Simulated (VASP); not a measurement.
# Ge (I4_1/amd) in VASP: notebook

Runs on Ge. Level: PBE. Tasks: single point.

All numbers are computed with VASP 6.6.1; they aren't measurements. Logs are shortened: lines on timing, memory, paths and dates and some standing lists are left out, and cuts for length are marked.

**1. The cell of the first run**

It takes space group I4_1/amd (No. 141, tetragonal). Conventional cell: a = 4.074 Å, b = 4.074 Å, c = 5.862 Å, α = 90.00°, β = 90.00°, γ = 90.00°. Within 3.3 Å of Ge (site symmetry -4m2) lie 4 Ge at 2.51 Å.

**2. Single point, PBE (strain +0.0175 x Voigt [0, 1, 0, 0, 0, 0])**

Contents of INCAR:

```
SYSTEM = Ge
PREC = Accurate
ENCUT = 520
EDIFF = 1E-6
ISMEAR = 0
SIGMA = 0.15
LREAL = .False.
LASPH = .True.
NELM = 60
ALGO = Normal
ISIF = 2
LWAVE = .False.
LCHARG = .True.
GGA = PE
LELF = .True.
LVHAR = .True.
NBANDS = 21
```

Contents of KPOINTS:

```
regular mesh
0
Gamma
  18 18 18
  0 0 0
```

Contents of POSCAR:

```
Ge
1.0
    0.0000000000      2.9309441304      2.8805347719
    2.8805347719      0.0000000000      2.8805347719
    2.8805347719      2.9309441304      0.0000000000
Ge
2
Direct
    0.5000000000      0.5000000000      0.5000000000
    0.7500000000      0.7500000000      0.7500000000
```

Potentials or basis: VASP PAW PBE potentials, release 64 (Ge_d).

Launch:

```
cat potpaw_PBE.64/Ge_d/POTCAR > POTCAR
mpirun -np 1 vasp_std > vasp.out
```

OUTCAR:

```text
SYSTEM = Ge
   PREC = Accurate
   ENCUT = 520
   EDIFF = 1E-6
   ISMEAR = 0
   LREAL = .False.
   LASPH = .True.
   NELM = 60
   ISIF = 2
   GGA = PE

 ion  position               nearest neighbor table
   1  0.500  0.500  0.500-   2 2.51   2 2.51   2 2.51   2 2.51
   2  0.750  0.750  0.750-   1 2.51   1 2.51   1 2.51   1 2.51

  LATTYP: Found a body centered tetragonal cell.
 ALAT       =     4.0736913413
 C/A-ratio  =     1.4389622997

  Lattice vectors:

 A1 = (   0.0000000000,  -2.9309441304,   2.8805347719)
 A2 = (   0.0000000000,  -2.9309441304,  -2.8805347719)
 A3 = (   2.8805347719,   2.9309441304,   0.0000000000)

Analysis of symmetry for initial positions (statically):
=====================================================================
 Subroutine PRICEL returns:
 Original cell was already a primitive cell.

 Routine SETGRP: Setting up the symmetry group for a
 body centered tetragonal supercell.

 Subroutine GETGRP returns: Found 16 space group operations
 (whereof  8 operations were pure point group operations)
 out of a pool of 16 trial point group operations.

The static configuration has the point symmetry D_2d.
 The point group associated with its full space group is D_4h.

Analysis of symmetry for dynamics (positions and initial velocities):
=====================================================================
 Subroutine PRICEL returns:
 Original cell was already a primitive cell.

 Routine SETGRP: Setting up the symmetry group for a
 body centered tetragonal supercell.

 Subroutine GETGRP returns: Found 16 space group operations
 (whereof  8 operations were pure point group operations)
 out of a pool of 16 trial point group operations.

The dynamic configuration has the point symmetry D_2d.
 The point group associated with its full space group is D_4h.

 Subroutine INISYM returns: Found 16 space group operations
 (whereof  8 operations are pure point group operations),
 and found     1 'primitive' translations

----------------------------------------------------------------------------------------

                                     Primitive cell

  volume of cell :      48.6389

  direct lattice vectors                    reciprocal lattice vectors
     0.000000000  2.930944130  2.880534772    -0.173578880  0.170593494  0.173578880
     2.880534772  0.000000000  2.880534772     0.173578880 -0.170593494  0.173578880
     2.880534772  2.930944130  0.000000000     0.173578880  0.170593494 -0.173578880

  length of vectors
     4.109490731  4.073691341  4.109490731     0.298933764  0.298933764  0.298933764

  position of ions in fractional coordinates (direct lattice)
     0.500000000  0.500000000  0.500000000
     0.750000000  0.750000000  0.750000000

  ion indices of the primitive-cell ions
   primitive index   ion index
                 1           1
                 2           2

----------------------------------------------------------------------------------------

 KPOINTS: regular mesh

Automatic generation of k-mesh.
 Grid dimensions read from file:
 generate k-points for:   18   18   18

 Generating k-lattice:

  Cartesian coordinates                     Fractional coordinates (reciprocal lattice)
    -0.009643271  0.009477416  0.009643271     0.055555556  0.000000000 -0.000000000
     0.009643271 -0.009477416  0.009643271     0.000000000  0.055555556  0.000000000
     0.009643271  0.009477416 -0.009643271    -0.000000000  0.000000000  0.055555556

  Length of vectors
     0.016607431  0.016607431  0.016607431

  Shift w.r.t. Gamma in fractional coordinates (k-lattice)
     0.000000000  0.000000000  0.000000000

 Subroutine IBZKPT returns following result:
 ===========================================

 Found    480 irreducible k-points:

 Following reciprocal coordinates:
            Coordinates               Weight
  0.000000  0.000000  0.000000      1.000000
  0.055556  0.000000  0.000000      8.000000
  0.111111  0.000000  0.000000      8.000000
  0.166667  0.000000  0.000000      8.000000
  0.222222  0.000000  0.000000      8.000000
  0.277778  0.000000  0.000000      8.000000
[... 16 lines left out ...]
 -0.277778  0.055556 -0.000000     16.000000
 -0.222222  0.055556  0.000000     16.000000
 [... further k-points ...]
   k-points           NKPTS =    480   k-points in BZ     NKDIM =    480   number of bands    NBANDS=     21
   number of dos      NEDOS =    301   number of ions     NIONS =      2
   total plane-waves  NPLWV =  30720
   dimension x,y,z NGX =    32 NGY =   30 NGZ =   32
   dimension x,y,z NGXF=    64 NGYF=   60 NGZF=   64
   ions per type =               2
   NGX,Y,Z   is equivalent  to a cutoff of  12.95, 12.24, 12.95 a.u.
   NGXF,Y,Z  is equivalent  to a cutoff of  25.89, 24.49, 25.89 a.u.
 SYSTEM =  Ge
   PREC   = accura    normal or accurate (medium, high low for compatibility)
   ISTART =      0    job   : 0-new  1-cont  2-samecut
   ICHARG =      2    charge: 1-file 2-atom 10-const
   ISPIN  =      1    spin polarized calculation?
   LNONCOLLINEAR =      F non collinear calculations
   LSORBIT =      F    spin-orbit coupling
   LASPH  =      T    aspherical Exc in radial PAW
   ENCUT  =  520.0 eV  38.22 Ry    6.18 a.u.   7.64  7.57  7.64*2*pi/ulx,y,z
   NELM   =     60;   NELMIN=  2; NELMDL= -5     # of ELM steps
   EDIFF  = 0.1E-05   stopping-criterion for ELM
   LREAL  =      F    real-space projection
   EDIFFG = 0.1E-04   stopping-criterion for IOM
   NSW    =      0    number of steps for IOM
   IBRION =     -1    ionic relax: 0-MD 1-quasi-New 2-CG
   NFREE  =      0    steps in history (QN), initial steepest desc. (CG)
   ISIF   =      2    stress and relaxation
   ISYM   =      2    0-nonsym 1-usesym 2-fastsym
   POTIM  = 0.5000    time-step for ionic-motion
   TEBEG  =    0.0;   TEEND  =   0.0 temperature during run
   PSTRESS=    0.0 pullay stress
   NELECT =      28.0000    total number of electrons
   NUPDOWN=      -1.0000    fix difference up-down
   EMIN   =  10.00;   EMAX   =-10.00  energy-range for DOS
   EFERMI =   0.00;   METHOD = LEGACY
   ISMEAR =     0;   SIGMA  =   0.15  broadening in eV -4-tet -1-fermi 0-gaus
   EFERMI_NEDOS =   21; number of points for ismear=-14 and -15
   IALGO  =     38    algorithm
   IMIX   =      4    mixing-type and parameters
     AMIX     =   0.40;   BMIX     =  1.00
     AMIX_MAG =   1.60;   BMIX_MAG =  1.00
  volume/ion in A,a.u.               =      24.32       164.12
  Fermi-wavevector in a.u.,A,eV,Ry     =   1.361861  2.573545 25.234270  1.854667
  Thomas-Fermi vector in A             =   2.488401
   LORBIT       =      0    0 simple, 1 ext, 2 COOP (PROOUT), +10 PAW based schemes
   GGA     = PE    functional components
   LHFCALC =     F    Hartree Fock is set to
   AEXX    =    0.0000 exact exchange contribution
   IVDW    =     0    specifies the selected vdW correction
   LEPSILON=     F    determine dielectric tensor
   LRPA    =     F    only Hartree local field effects (RPA)
 non-spin polarized calculation
 Gauss-broadening in eV      SIGMA  =   0.15
  energy-cutoff  :      520.00
  volume of cell :       48.64
 maximum number of plane-waves:      1326
   NGX = 15   NGY = 15   NGZ = 15

 number of electron      27.9999991 magnetization

 Free energy of the ion-electron system (eV)
  ---------------------------------------------------
  ext. energy  EPLUGINS =         0.00000000
  ---------------------------------------------------
  free energy    TOTEN  =        -9.03292929 eV

  energy without entropy =       -9.03216628  energy(sigma->0) =       -9.03254778

 E-fermi :   4.3247     XC(G=0):  -9.5907

 val. band max:        4.3159168509   @ k =   0.4444   0.0000   0.0000
 cond. band min:       4.3626243663   @ k =   0.0000   0.0000   0.0000
 fundamental gap:      0.0467075154
 Fermi energy:         4.3246632358

 k-point     1 :       0.0000    0.0000    0.0000
  band No.  band energies     occupation
      1     -20.4089      2.00000
      2     -20.4089      2.00000
      3     -20.4059      2.00000
      4     -20.3772      2.00000
      5     -20.3767      2.00000
      6     -20.2065      2.00000
[... 13 lines left out ...]
     20      13.4403      0.00000
     21      13.7778      0.00000

 k-point     2 :       0.0556    0.0000    0.0000
  band No.  band energies     occupation
      1     -20.4105      2.00000
      2     -20.4094      2.00000
      3     -20.4066      2.00000
      4     -20.3749      2.00000
      5     -20.3745      2.00000
      6     -20.2085      2.00000
[... 13 lines left out ...]
     20      13.1677      0.00000
     21      13.4711      0.00000

 k-point     3 :       0.1111    0.0000    0.0000
  band No.  band energies     occupation
      1     -20.4144      2.00000
      2     -20.4125      2.00000
      3     -20.4061      2.00000
      4     -20.3694      2.00000
      5     -20.3693      2.00000
      6     -20.2130      2.00000
[... 13 lines left out ...]
     20      12.7534      0.00000
     21      13.0054      0.00000

 k-point     4 :       0.1667    0.0000    0.0000
  band No.  band energies     occupation
      1     -20.4187      2.00000
      2     -20.4165      2.00000
      3     -20.4043      2.00000
      4     -20.3629      2.00000
      5     -20.3628      2.00000
      6     -20.2184      2.00000
[... 13 lines left out ...]
     20      12.4789      0.00000
     21      12.6671      0.00000

 k-point     5 :       0.2222    0.0000    0.0000
  band No.  band energies     occupation
      1     -20.4226      2.00000
      2     -20.4200      2.00000
      3     -20.4019      2.00000
      4     -20.3566      2.00000
      5     -20.3563      2.00000
      6     -20.2239      2.00000
[... 13 lines left out ...]
     20      12.4524      0.00000
     21      12.5461      0.00000
[... 382 lines left out ...]
     20      13.5795      0.00000
     21      14.7978      0.00000

 k-point    22 :      -0.3333    0.0556    0.0000
  band No.  band energies     occupation
      1     -20.4294      2.00000
      2     -20.4269      2.00000
      3     -20.3938      2.00000
      4     -20.3475      2.00000
      5     -20.3412      2.00000
      6     -20.2365      2.00000
[... 13 lines left out ...]
     20      12.8425      0.00000
     21      14.0574      0.00000

 k-point    23 :      -0.2778    0.0556   -0.0000
  band No.  band energies     occupation
      1     -20.4272      2.00000
      2     -20.4251      2.00000
      3     -20.3970      2.00000
      4     -20.3514      2.00000
      5     -20.3447      2.00000
      6     -20.2345      2.00000
[... 13 lines left out ...]
     20      12.3452      0.00000
     21      13.4912      0.00000

 k-point    24 :      -0.2222    0.0556    0.0000
  band No.  band energies     occupation
      1     -20.4245      2.00000
      2     -20.4221      2.00000
      3     -20.4004      2.00000
      4     -20.3562      2.00000
      5     -20.3499      2.00000
      6     -20.2309      2.00000
[... 13 lines left out ...]
     20      12.2932      0.00000
     21      13.1320      0.00000

 [... further k-points ...]
[... 5 lines left out ...]
  --------------------------------------------------------------------------------------
  -------------------------------------------------------------------------------------
  Total       -0.2066015     -0.5621870     -0.2066015      0.0000000      0.0000000      0.0000000
  in kB       -6.8055035    -18.5185749     -6.8055035      0.0000000      0.0000000      0.0000000
  external PRESSURE =     -10.7098606 kB  Pullay stress =       0.0000000 kB

 VOLUME and BASIS-vectors are now :
 -----------------------------------------------------------------------------
  energy-cutoff  :      520.00
  volume of cell :       48.64
      direct lattice vectors                 reciprocal lattice vectors
     0.000000000  2.930944130  2.880534772    -0.173578880  0.170593494  0.173578880
     2.880534772  0.000000000  2.880534772     0.173578880 -0.170593494  0.173578880
     2.880534772  2.930944130  0.000000000     0.173578880  0.170593494 -0.173578880

 POSITION                                       TOTAL-FORCE (eV/Angst)
 -----------------------------------------------------------------------------------
      2.88053      2.93094      2.88053         0.000000      0.000000      0.000000
      4.32080      4.39642      4.32080        -0.000000     -0.000000     -0.000000
 -----------------------------------------------------------------------------------
    total drift:                               -0.000000     -0.000000      0.000000

  FREE ENERGIE OF THE ION-ELECTRON SYSTEM (eV)
  ---------------------------------------------------
  free  energy   TOTEN  =        -9.0329292912 eV

  energy  without entropy=       -9.0321662775  energy(sigma->0) =       -9.03254778
```

It took 2.2 min on 1 thread of Intel Xeon 6975P-C (Granite Rapids), shared host; peak memory 0.47 GiB.

What came out:

| Quantity | Value |
| --- | --- |
| Free energy | -9.0329 eV |
| Pressure | -1.1 GPa |
| Band gap on the k mesh | zero (bands 14 and 15 overlap by 0.07 eV) |

Caveat: the cell differs from its parent crystal (strain +0.0175 x Voigt [0, 1, 0, 0, 0, 0]); semilocal functionals underestimate gaps, and a narrow one can read as zero.

**3. Single point, PBE (strain +0.0200 x Voigt [0, 1, 0, 0, 0, 0])**

Contents of INCAR:

```
SYSTEM = Ge
PREC = Accurate ; ENCUT = 520
EDIFF = 1E-7 ; ISMEAR = 0
SIGMA = 0.15 ; LREAL = .False.
LASPH = .True. ; NELM = 100
ALGO = Normal ; ISIF = 2
LWAVE = .False. ; LCHARG = .True.
GGA = PE ; LELF = .True.
LVHAR = .True. ; NBANDS = 21
```

KPOINTS is that of step 2.

Contents of POSCAR:

```
Ge
1.0
    0.0000000000      2.9381454673      2.8805347719
    2.8805347719      0.0000000000      2.8805347719
    2.8805347719      2.9381454673      0.0000000000
Ge
2
Direct
    0.5000000000      0.5000000000      0.5000000000
    0.7500000000      0.7500000000      0.7500000000
```

Potentials or basis: VASP PAW PBE potentials, release 64 (Ge_d).

Launch:

```
cat potpaw_PBE.64/Ge_d/POTCAR > POTCAR
mpirun -np 1 vasp_std > vasp.out
```

Run time: 2.2 min. Hardware: 1 thread of Intel Xeon 6975P-C (Granite Rapids), shared host; peak memory 0.47 GiB.

Results (log left out):

```yaml
Free_energy: -9.0315 eV
Pressure: -1.2 GPa
Band_gap_on_the_k_mesh: zero (bands 14 and 15 overlap by 0.09 eV)
```

Stress tensor (GPa, compression positive):
```
-0.75  0.00  0.00
 0.00 -2.09  0.00
 0.00  0.00 -0.75
```

Levels at points of the mesh, in eV from the Fermi level:
| k point | band 10 | band 11 | band 12 | band 13 | band 14 | band 15 | band 16 | band 17 | band 18 | band 19 |
| --- | --- | --- | --- | --- | --- | --- | --- | --- | --- | --- |
| (0.00, 0.00, 0.00) | -24.51 | -12.23 | -0.63 | -0.10 | 0.05 | 0.05 | 2.49 | 2.49 | 2.58 | 6.25 |
| (0.50, 0.00, 0.00) | -24.49 | -10.32 | -7.28 | -1.38 | -1.21 | -0.04 | 3.65 | 3.75 | 7.08 | 10.08 |
| (0.50, 0.50, 0.00) | -24.48 | -8.60 | -8.60 | -2.87 | -2.87 | 0.79 | 0.79 | 8.90 | 8.90 | 10.88 |
| (0.50, 0.00, 0.50) | -24.48 | -8.68 | -8.68 | -2.74 | -2.74 | 0.93 | 0.93 | 8.89 | 8.89 | 10.83 |

Caveat: the cell differs from its parent crystal (strain +0.0200 x Voigt [0, 1, 0, 0, 0, 0]); semilocal functionals underestimate gaps, and a narrow one can read as zero.

**4. Single point, PBE (strain -0.0200 x Voigt [0, 1, 0, 0, 0, 0])**

Contents of INCAR:

```
PREC = Accurate
ENCUT = 520
EDIFF = 1E-6
ISMEAR = 0
SIGMA = 0.15
LREAL = False
LASPH = True
NELM = 100
ALGO = Normal
ISIF = 2
LWAVE = False
LCHARG = True
GGA = PE
LELF = True
LVHAR = True
NBANDS = 21
```

Contents of KPOINTS:

```
Automatic mesh
0
Gamma
  18 18 18
```

Contents of POSCAR:

```
Ge
1.0
    0.0000000000      2.8229240765      2.8805347719
    2.8805347719      0.0000000000      2.8805347719
    2.8805347719      2.8229240765      0.0000000000
Ge
2
Direct
    0.5000000000      0.5000000000      0.5000000000
    0.7500000000      0.7500000000      0.7500000000
```

Launch:

```
cat potpaw_PBE.64/Ge_d/POTCAR > POTCAR
mpirun -np 1 vasp_std > vasp.out
```

Wall time 2.7 min (1 thread of Intel Xeon 6975P-C (Granite Rapids), shared host); peak memory 0.45 GiB.

Results (log left out):

| Item | Value |
| --- | --- |
| Free energy | -9.0311 eV |
| Pressure | 1.2 GPa |
| Band gap on the k mesh | 0.10 eV (least direct gap 0.15 eV) |

Stress tensor (GPa, compression positive):
```
0.71 0.00 0.00
0.00 2.04 0.00
0.00 0.00 0.71
```

Levels at points of the mesh, in eV from the valence-band top:
| k point | band 12 | band 13 | band 14 | band 15 | band 16 | band 17 |
| --- | --- | --- | --- | --- | --- | --- |
| (0.00, 0.00, 0.00) | -0.25 | -0.02 | -0.02 | 0.12 | 2.50 | 2.60 |
| (0.50, 0.00, 0.00) | -7.42 | -1.41 | -1.24 | 0.10 | 3.70 | 3.82 |
| (0.50, 0.50, 0.00) | -8.76 | -2.88 | -2.88 | 0.87 | 0.87 | 9.23 |
| (0.50, 0.00, 0.50) | -8.67 | -3.02 | -3.02 | 0.72 | 0.72 | 9.27 |

Caveat: the cell differs from its parent crystal (strain -0.0200 x Voigt [0, 1, 0, 0, 0, 0]); semilocal functionals underestimate gaps, and a narrow one can read as zero.

**5. Summary**

| cell | gap on the mesh (eV) | pressure (GPa) |
| --- | --- | --- |
| a = 4.109, b = 4.074 Å, angles 60.3, 59.4, 60.3°, 2 atoms | none | -1.1 |
| a = 4.115, b = 4.074 Å, angles 60.3, 59.3, 60.3°, 2 atoms | none | -1.2 |
| a = 4.033, b = 4.074 Å, angles 59.7, 60.7, 59.7°, 2 atoms | 0.10 | 1.2 |

Alike in all rows: task single point; level PBE; potentials or basis VASP PAW PBE potentials, release 64 (Ge_d); no spin polarisation; k mesh 18 × 18 × 18; cutoff (eV) 520; smearing gaussian 0.15 eV.

Caveats: semilocal functionals underestimate gaps, and a narrow one can read as zero.

Absolute energies hang on the potentials; compare differences alone.

The gap in the log of VASP goes by the Fermi energy; the results here count the filled bands.